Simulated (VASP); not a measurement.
# C (Fm-3m) in VASP: notebook

C is run at these levels: r2SCAN; tasks: relaxation of cell and atoms.

All numbers are computed with VASP 6.6.1; they aren't measurements. Logs are shortened: lines on timing, memory, paths and dates and some standing lists are left out, and cuts for length are marked.

## (1) The cell of the first run

The structure is cubic, space group Fm-3m (No. 225). Conventional cell: a = 3.000 Å, b = 3.000 Å, c = 3.000 Å, α = 90.00°, β = 90.00°, γ = 90.00°. Within 2.8 Å of C (site symmetry m-3m) lie 12 C at 2.12 Å.

## (2) Relaxation of cell and atoms, r2SCAN, target pressure 5 GPa, at which the enthalpy is minimised

Contents of POSCAR:

```
C
1.0
    0.0000000000      1.5000000000      1.5000000000
    1.5000000000      0.0000000000      1.5000000000
    1.5000000000      1.5000000000      0.0000000000
C
1
Direct
    0.0000000000      0.0000000000      0.0000000000
```

Contents of INCAR.step1:

```
  PREC = Accurate
  ENCUT = 660
  ISMEAR = -1
  SIGMA = 0.05
  LREAL = F
  LASPH = T
  NELM = 120
  GGA = PE
  ALGO = Normal
  EDIFF = 1E-5
  LWAVE = T
  LCHARG = F
  GGA_COMPAT = F
  IBRION = 2
  ISIF = 3
  EDIFFG = -0.005
  NELMIN = 4
  NSW = 100
```

Contents of INCAR.step2:

```
  PREC = Accurate
  ENCUT = 660
  EDIFF = 1E-7
  ISMEAR = -1
  SIGMA = 0.05
  LREAL = F
  LASPH = T
  NELM = 120
  ALGO = Normal
  ISIF = 3
  LWAVE = F
  LCHARG = F
  METAGGA = R2SCAN
  LMIXTAU = T
  IBRION = 2
  NSW = 80
  EDIFFG = -0.01
  PSTRESS = 50.0
  ISTART = 1
  GGA_COMPAT = F
  NELMIN = 4
```

Contents of KPOINTS:

```
regular mesh
0
Gamma
  10 10 10
```

Potentials or basis: VASP PAW PBE potentials, release 64 (C).

Command:

```console
$ cat potpaw_PBE.64/C/POTCAR > POTCAR
$ cp INCAR.step1 INCAR
$ mpirun -np 1 vasp_std > vasp.out
$ cp INCAR.step2 INCAR
$ mpirun -np 1 vasp_std > vasp.out
```

OUTCAR:

```text
PREC = Accurate
   ENCUT = 660
   EDIFF = 1E-7
   ISMEAR = -1
   LREAL = F
   LASPH = T
   NELM = 120
   ISIF = 3
   METAGGA = R2SCAN
   IBRION = 2
   NSW = 80
   EDIFFG = -0.01
   PSTRESS = 50.0
   ISTART = 1
   NELMIN = 4

 ion  position               nearest neighbor table
   1  0.000  0.000  0.000-

  LATTYP: Found a face centered cubic cell.
 ALAT       =     3.0000000000

  Lattice vectors:

 A1 = (   0.0000000000,   1.5000000000,   1.5000000000)
 A2 = (   1.5000000000,   0.0000000000,   1.5000000000)
 A3 = (   1.5000000000,   1.5000000000,   0.0000000000)

Analysis of symmetry for initial positions (statically):
=====================================================================
 Subroutine PRICEL returns:
 Original cell was already a primitive cell.

 Routine SETGRP: Setting up the symmetry group for a
 face centered cubic supercell.

 Subroutine GETGRP returns: Found 48 space group operations
 (whereof 48 operations were pure point group operations)
 out of a pool of 48 trial point group operations.

The static configuration has the point symmetry O_h .

Analysis of symmetry for dynamics (positions and initial velocities):
=====================================================================
 Subroutine PRICEL returns:
 Original cell was already a primitive cell.

 Routine SETGRP: Setting up the symmetry group for a
 face centered cubic supercell.

 Subroutine GETGRP returns: Found 48 space group operations
 (whereof 48 operations were pure point group operations)
 out of a pool of 48 trial point group operations.

The dynamic configuration has the point symmetry O_h .

 Subroutine INISYM returns: Found 48 space group operations
 (whereof 48 operations are pure point group operations),
 and found     1 'primitive' translations

----------------------------------------------------------------------------------------

                                     Primitive cell

  volume of cell :       6.7500

  direct lattice vectors                    reciprocal lattice vectors
     0.000000000  1.500000000  1.500000000    -0.333333333  0.333333333  0.333333333
[... 87 lines left out ...]
   NSW    =     80    number of steps for IOM
   IBRION =      2    ionic relax: 0-MD 1-quasi-New 2-CG
   NFREE  =      1    steps in history (QN), initial steepest desc. (CG)
   ISIF   =      3    stress and relaxation
   ISYM   =      2    0-nonsym 1-usesym 2-fastsym
   POTIM  = 0.5000    time-step for ionic-motion
   TEBEG  =    0.0;   TEEND  =   0.0 temperature during run
   PSTRESS=   50.0 pullay stress
   NELECT =       4.0000    total number of electrons
   NUPDOWN=      -1.0000    fix difference up-down
   EMIN   =  10.00;   EMAX   =-10.00  energy-range for DOS
   EFERMI =   0.00;   METHOD = LEGACY
   ISMEAR =    -1;   SIGMA  =   0.05  broadening in eV -4-tet -1-fermi 0-gaus
   EFERMI_NEDOS =   21; number of points for ismear=-14 and -15
   IALGO  =     38    algorithm
   IMIX   =      4    mixing-type and parameters
     AMIX     =   0.40;   BMIX     =  1.00
     AMIX_MAG =   1.60;   BMIX_MAG =  1.00
  volume/ion in A,a.u.               =       6.75        45.55
  Fermi-wavevector in a.u.,A,eV,Ry     =   1.375077  2.598518 25.726382  1.890836
  Thomas-Fermi vector in A             =   2.500445
   LORBIT       =      0    0 simple, 1 ext, 2 COOP (PROOUT), +10 PAW based schemes
   METAGGA = R2SCAN    functional components
   LHFCALC =     F    Hartree Fock is set to
   AEXX    =    0.0000 exact exchange contribution
   IVDW    =     0    specifies the selected vdW correction
   LEPSILON=     F    determine dielectric tensor
   LRPA    =     F    only Hartree local field effects (RPA)
 conjugate gradient relaxation of ions
 non-spin polarized calculation
  energy-cutoff  :      660.00
  volume of cell :        6.75
 maximum number of plane-waves:       274
 NGX is ok and might be reduce to    18
   NGX =  9   NGY =  9   NGZ =  9

--------------------------------------- Ionic step        1  -------------------------------------------

 number of electron       4.0000000 magnetization

 Free energy of the ion-electron system (eV)
  ---------------------------------------------------
  ext. energy  EPLUGINS =         0.00000000
  ---------------------------------------------------
  free energy    TOTEN  =        -5.09866451 eV

  energy without entropy =       -5.09234539  energy(sigma->0) =       -5.09550495

------------------------ aborting loop because EDIFF is reached ----------------------------------------

  FORCE on cell =-STRESS in cart. coord.  units (eV):
  Direction    XX          YY          ZZ          XY          YZ          ZX
  --------------------------------------------------------------------------------------
  -------------------------------------------------------------------------------------
  Total        0.7197912      0.7197912      0.7197912     -0.0000000     -0.0000000      0.0000000
  in kB      170.8493515    170.8493515    170.8493515     -0.0000000     -0.0000000      0.0000000
  external PRESSURE =     120.8493515 kB  Pullay stress =      50.0000000 kB
[... 61 lines left out ...]
--------------------------------------- Ionic step        3  -------------------------------------------

 number of electron       4.0000000 magnetization

 Free energy of the ion-electron system (eV)
  ---------------------------------------------------
  ext. energy  EPLUGINS =         0.00000000
  ---------------------------------------------------
  free energy    TOTEN  =        -5.12492654 eV

  energy without entropy =       -5.11931484  energy(sigma->0) =       -5.12212069

 E-fermi :   8.0040     XC(G=0): -13.8453

 val. band max:        7.9006206866   @ k =  -0.3000   0.3000   0.1000
 cond. band min:       8.0541698271   @ k =   0.4000   0.2000   0.1000
 fundamental gap:      0.1535491405
 Fermi energy:         8.0039681618

 k-point     1 :       0.0000    0.0000    0.0000
  band No.  band energies     occupation
      1     -12.2953      2.00000
      2      16.7887      0.00000
      3      16.7887      0.00000
      4      16.7887      0.00000
      5      39.5873      0.00000
      6      39.5873      0.00000
[... 199 lines left out ...]
 k-point    24 :       0.4000    0.3000    0.0000
  band No.  band energies     occupation
      1      -5.1646      2.00000
      2       8.4129      0.00056
      3      10.4988      0.00000
      4      11.6412      0.00000
      5      26.5680      0.00000
      6      28.2542      0.00000

 [... further k-points ...]

------------------------ aborting loop because EDIFF is reached ----------------------------------------

  FORCE on cell =-STRESS in cart. coord.  units (eV):
  Direction    XX          YY          ZZ          XY          YZ          ZX
  --------------------------------------------------------------------------------------
  -------------------------------------------------------------------------------------
  Total        0.2235741      0.2235741      0.2235741      0.0000000      0.0000000     -0.0000000
  in kB       50.1680375     50.1680375     50.1680375      0.0000000      0.0000000     -0.0000000
  external PRESSURE =       0.1680375 kB  Pullay stress =      50.0000000 kB
[... 20 lines left out ...]
  energy  without entropy=       -5.1193148361  energy(sigma->0) =       -5.12212069

  enthalpy is  TOTEN    =        -4.9021013006 eV   P V=        0.2228252378

 reached required accuracy - stopping structural energy minimisation
```

Wall time 37 s (1 thread of Intel Xeon Platinum 8259CL at 2.50GHz (Skylake/Cascade Lake), shared host); peak memory 0.11 GiB.

What came out:

| Quantity | Value |
| --- | --- |
| Free energy | -5.1249 eV |
| Relaxed volume | 7.14 Å³/atom |
| Relaxed cell | a = 2.161 Å, b = 2.161 Å, c = 2.161 Å, α = 60.00°, β = 60.00°, γ = 60.00° |
| Space group after relaxing (to 0.1 Å) | Fm-3m (No. 225) |
| Energy change on relaxing (the run minimises the enthalpy) | -26.3 meV/atom |
| Ionic steps | 3 |
| Pressure after relaxing | 5.0 GPa |
| Band gap on the k mesh | zero (bands 2 and 3 overlap by 12.04 eV) |

The path:
```csv
step,energy change (eV),largest force (eV/Å),pressure (GPa),volume (Å³)
1,0.0000,0.0000,17.08,6.75
2,-0.0288,0.0000,1.93,7.26
3,-0.0263,0.0000,5.02,7.14
```

Final structure:
```xyz
1
Lattice="0.0000 1.5284 1.5284 1.5284 0.0000 1.5284 1.5284 1.5284 0.0000" Properties=species:S:1:pos:R:3 pbc="T T T"
C     0.0000    0.0000    0.0000
```

Levels at points of the mesh, in eV from the Fermi level:
```tsv
k point	band 1	band 2	band 3	band 4	band 5
(0.00, 0.00, 0.00)	-20.30	8.78	8.78	8.78	31.58
(0.50, 0.00, 0.00)	-10.33	-9.33	6.87	6.87	26.25
(0.50, 0.50, 0.00)	-7.39	-6.04	2.44	2.44	15.89
```

Caveat: the k points lie up to 0.36 Å⁻¹ apart in the final cell, too coarse for converged energies and pressures of a metal; the cell is relaxed towards a set pressure, so the run minimises the enthalpy, not the energy; the PAW data sets were made with another functional, which shifts forces and pressure a little.

[end of part 1 of 2]
